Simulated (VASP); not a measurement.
Here is a VASP 6.6.1 calculation.

File INCAR:

```
PREC     = Accurate       # precision mode
ENCUT    = 520            # plane-wave cutoff, eV
EDIFF    = 1E-6           # SCF threshold, eV
ISMEAR   = -1             # smearing method
SIGMA    = 0.02           # smearing width, eV
LREAL    = F              # projectors in reciprocal space
LASPH    = T              # aspherical terms in the spheres
NELM     = 100            # most SCF steps
ALGO     = Normal         # electronic algorithm
ISIF     = 2              # what is computed and relaxed
LWAVE    = F              # write WAVECAR
LCHARG   = T              # write CHGCAR
GGA      = PS             # functional
LELF     = T              # ELF
LVHAR    = T            
NBANDS   = 16             # bands
```

Contents of KPOINTS:

```
Automatic mesh
0
Gamma
  11 11 4
```

POSCAR

```
BN
1.0
    2.5039917043      0.0000000000      0.0000000000
   -1.2519958522      2.1685204268      0.0000000000
    0.0000000000      0.0000000000      6.5279760000
B N
2 2
Direct
    0.3333333333      0.6666666667      0.2500000000
    0.6666666667      0.3333333333      0.7500000000
    0.3333333333      0.6666666667      0.7500000000
    0.6666666667      0.3333333333      0.2500000000
```

Potentials or basis: VASP PAW PBE potentials, release 64 (B, N).

Launch:

```bash
$ cat potpaw_PBE.64/B/POTCAR potpaw_PBE.64/N/POTCAR > POTCAR
$ mpirun -np 1 vasp_std > vasp.out
```

What does it give for the pressure?

1.0 GPa.

Estimate the band gap on the k mesh.

4.20 eV, indirect (least direct gap 4.54 eV).

Stress tensor (GPa, compression positive):
```
0.82 0.00 0.00
0.00 0.82 0.00
0.00 0.00 1.21
```

Caveat: the cell differs from its parent crystal (zz strain of -2 %); the PAW data sets were made with another functional, which shifts forces and pressure a little; this functional lacks dispersion, which binds the layers, so the pressure and a relaxed spacing across them are unreliable. A k mesh can miss the band edges.
